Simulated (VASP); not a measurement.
# Os (Fm-3m) in VASP: further runs, part 2 of 2

VASP 6.6.1. Earlier steps stand in the parts before.

## 3. Single point, HSE06

This run uses another cell than the first one, of 14.52 Å³/atom.

POSCAR reads:

```
Os
1.0
    0.0000000000      1.9364120072      1.9364120072
    1.9364120072      0.0000000000      1.9364120072
    1.9364120072      1.9364120072      0.0000000000
Os
1
Direct
    0.0000000000      0.0000000000      0.0000000000
```

INCAR.step1 reads:

```
PREC = Accurate
ENCUT = 520
EDIFF = 1E-5
ISMEAR = -1
SIGMA = 0.1
LREAL = False
LASPH = True
NELM = 80
ALGO = Normal
ISIF = 2
LWAVE = True
LCHARG = False
GGA = PE
NBANDS = 10
```

INCAR.step2 reads:

```
PREC = Accurate
ENCUT = 520
EDIFF = 1E-6
ISMEAR = -1
SIGMA = 0.1
LREAL = False
LASPH = True
NELM = 80
ALGO = Normal
ISIF = 2
LWAVE = False
LCHARG = False
GGA = PE
LHFCALC = True
HFSCREEN = 0.2079
PRECFOCK = Normal
ISTART = 1
NBANDS = 10
```

KPOINTS reads:

```
Automatic mesh
0
Gamma
  6 6 6
```

Potentials or basis: VASP PAW PBE potentials, release 64 (Os).

The run is started by

```
> cat potpaw_PBE.64/Os/POTCAR > POTCAR
> cp INCAR.step1 INCAR
> mpirun -np 1 vasp_std > vasp.out
> cp INCAR.step2 INCAR
> mpirun -np 1 vasp_std > vasp.out
```

It took 11 min on 1 thread of Oxide Virtual Turin-like, shared host; peak memory 0.2 GiB.

The run converged. Its results:

```
Free energy            : -12.7521 eV
Pressure               : -16.5 GPa
Band gap on the k mesh : zero (bands 4 and 5 overlap by 4.22 eV)
```

Levels at points of the mesh, in eV from the Fermi level:
```tsv
k point	band 1	band 2	band 3	band 4	band 5	band 6	band 7	band 8
(0.00, 0.00, 0.00)	-11.85	-3.47	-3.47	-3.47	-0.47	-0.47	15.10	21.02
(0.50, 0.00, 0.00)	-8.49	-3.79	-3.79	-0.60	2.57	2.57	9.45	14.65
(0.50, 0.50, 0.00)	-8.44	-7.61	2.13	2.26	3.34	3.34	12.75	12.86
```

Caveat: the k points lie up to 0.47 Å⁻¹ apart, too coarse for converged energies and pressures of a metal; the PAW data sets were made with another functional, which shifts forces and pressure a little; spin-orbit coupling is left out, which moves the levels of the heavy elements.

## 4. Single point, HSE06

This run uses another cell than the first one, of 14.52 Å³/atom.

POSCAR is that of step 3.

INCAR.step1 reads:

```
SYSTEM = Os
ALGO = Normal
EDIFF = 1E-5
ENCUT = 520
GGA = PE
ISIF = 2
ISMEAR = -1
LASPH = .TRUE.
LCHARG = .FALSE.
LREAL = .FALSE.
LWAVE = .TRUE.
NBANDS = 10
NELM = 100
PREC = Accurate
SIGMA = 0.1
```

INCAR.step2 reads:

```
SYSTEM = Os
ALGO = Normal
EDIFF = 1E-7
ENCUT = 520
GGA = PE
HFSCREEN = 0.2079
ISIF = 2
ISMEAR = -1
ISTART = 1
LASPH = .TRUE.
LCHARG = .FALSE.
LHFCALC = .TRUE.
LREAL = .FALSE.
LWAVE = .FALSE.
NBANDS = 10
NELM = 100
PREC = Accurate
PRECFOCK = Normal
SIGMA = 0.1
```

KPOINTS reads:

```
k-points
0
G
  6 6 6
  0 0 0
```

Potentials or basis: VASP PAW PBE potentials, release 64 (Os).

The run is started by

```
> cat potpaw_PBE.64/Os/POTCAR > POTCAR
> cp INCAR.step1 INCAR
> mpirun -np 1 vasp_std > vasp.out
> cp INCAR.step2 INCAR
> mpirun -np 1 vasp_std > vasp.out
```

OUTCAR:

```text
SYSTEM = Os
   EDIFF = 1E-7
   ENCUT = 520
   GGA = PE
   HFSCREEN = 0.2079
   ISIF = 2
   ISMEAR = -1
   ISTART = 1
   LASPH = .TRUE.
   LHFCALC = .TRUE.
   LREAL = .FALSE.
   NELM = 100
   PREC = Accurate
   PRECFOCK = Normal

 ion  position               nearest neighbor table
   1  0.000  0.000  0.000-

  LATTYP: Found a face centered cubic cell.
 ALAT       =     3.8728240144

  Lattice vectors:

 A1 = (   0.0000000000,   1.9364120072,   1.9364120072)
 A2 = (   1.9364120072,   0.0000000000,   1.9364120072)
 A3 = (   1.9364120072,   1.9364120072,   0.0000000000)

Analysis of symmetry for initial positions (statically):
=====================================================================
 Subroutine PRICEL returns:
 Original cell was already a primitive cell.

 Routine SETGRP: Setting up the symmetry group for a
 face centered cubic supercell.

 Subroutine GETGRP returns: Found 48 space group operations
 (whereof 48 operations were pure point group operations)
 out of a pool of 48 trial point group operations.
[... 162 lines left out ...]
 cond. band min:       8.8551048871   @ k =   0.1667   0.1667   0.0000
 fundamental gap:      0.3813903835
 Fermi energy:         8.6601535267

 k-point     1 :       0.0000    0.0000    0.0000
  band No.  band energies     occupation
      1      -3.1933      2.00000
      2       5.1891      2.00000
      3       5.1891      2.00000
      4       5.1891      2.00000
      5       8.1948      1.98113
      6       8.1948      1.98113
      7      23.7634      0.00000
      8      29.6845      0.00000
      9      29.6845      0.00000
     10      29.6845      0.00000
[... 183 lines left out ...]
 k-point    16 :      -0.3333    0.5000    0.1667
  band No.  band energies     occupation
      1       1.4848      2.00000
      2       2.3516      2.00000
      3       6.0159      2.00000
      4       8.4737      1.73162
      5      12.0193      0.00000
      6      17.0492      0.00000
      7      18.9538      0.00000
      8      20.7392      0.00000
      9      23.8237      0.00000
     10      35.7979      0.00000

------------------------ aborting loop because EDIFF is reached ----------------------------------------

  FORCE on cell =-STRESS in cart. coord.  units (eV):
  Direction    XX          YY          ZZ          XY          YZ          ZX
  --------------------------------------------------------------------------------------
  -------------------------------------------------------------------------------------
  Total       -1.4947476     -1.4947476     -1.4947476     -0.0000000     -0.0000000      0.0000000
  in kB     -164.9130997   -164.9130997   -164.9130997     -0.0000000     -0.0000000      0.0000000
  external PRESSURE =    -164.9130997 kB  Pullay stress =       0.0000000 kB

 VOLUME and BASIS-vectors are now :
 -----------------------------------------------------------------------------
  energy-cutoff  :      520.00
  volume of cell :       14.52
      direct lattice vectors                 reciprocal lattice vectors
     0.000000000  1.936412007  1.936412007    -0.258209512  0.258209512  0.258209512
     1.936412007  0.000000000  1.936412007     0.258209512 -0.258209512  0.258209512
     1.936412007  1.936412007  0.000000000     0.258209512  0.258209512 -0.258209512

 POSITION                                       TOTAL-FORCE (eV/Angst)
 -----------------------------------------------------------------------------------
      0.00000      0.00000      0.00000         0.000000      0.000000      0.000000
 -----------------------------------------------------------------------------------
    total drift:                               -0.000001     -0.000001     -0.000001

  FREE ENERGIE OF THE ION-ELECTRON SYSTEM (eV)
  ---------------------------------------------------
  free  energy   TOTEN  =       -12.7521303572 eV

  energy  without entropy=      -12.7400188577  energy(sigma->0) =      -12.74607461
```

OUTCAR.step1:

```text
SYSTEM = Os
   EDIFF = 1E-5
   ENCUT = 520
   GGA = PE
   ISIF = 2
   ISMEAR = -1
   LASPH = .TRUE.
[... 413 lines left out ...]
 -----------------------------------------------------------------------------------
      0.00000      0.00000      0.00000        -0.000000      0.000000     -0.000000
 -----------------------------------------------------------------------------------
    total drift:                                0.000000     -0.000000     -0.000000

  FREE ENERGIE OF THE ION-ELECTRON SYSTEM (eV)
  ---------------------------------------------------
  free  energy   TOTEN  =       -11.0608475531 eV

  energy  without entropy=      -11.0353447827  energy(sigma->0) =      -11.04809617
```

It took 10 min on 1 thread of Oxide Virtual Turin-like, shared host; peak memory 0.2 GiB.

What came out:

```
Free energy            : -12.7521 eV
Pressure               : -16.5 GPa
Band gap on the k mesh : zero (bands 4 and 5 overlap by 4.22 eV)
```

Caveat: the k points lie up to 0.47 Å⁻¹ apart, too coarse for converged energies and pressures of a metal; the PAW data sets were made with another functional, which shifts forces and pressure a little; spin-orbit coupling is left out, which moves the levels of the heavy elements.

The gap in the log of VASP goes by the Fermi energy; the results here count the filled bands.